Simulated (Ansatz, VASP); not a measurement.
**Two plane-wave programs on RbAgBr2**

```xyz
4
Lattice="4.5180 0.0000 0.0000 0.0000 4.5180 0.0000 0.0000 0.0000 6.3563" Properties=species:S:1:pos:R:3 pbc="T T T"
Rb    0.0000    0.0000    0.0000
Br    0.0000    0.0000    3.1782
Br    2.2590    2.2590    0.0000
Ag    2.2590    2.2590    3.1782
```

Alike in both runs: task single point; functional HSE06; k mesh 4 × 4 × 2; occupations fermi-dirac, width 0.2 eV; no spin polarisation.

|  | VASP | Ansatz |
| --- | --- | --- |
| version | VASP 6.6.1 | Ansatz 0.2.0 |
| potentials or method | VASP PAW PBE potentials, release 64 (Rb_sv, Br, Ag) | plane waves |
| plane-wave cutoff (eV) | 520 | 420 |
| valence electrons in the cell | 34 | 42 |

```csv
,VASP,Ansatz,Ansatz less VASP
pressure (GPa),0.7,0.7,+0.01
```

VASP's potentials hold 34 valence electrons a cell and Ansatz's 42, so a difference there can come from the potentials and not from the codes. Ansatz's warnings: stress exchange threshold loose, stress scf threshold loose.

The k mesh is coarse, so the values compare programs but aren't converged.
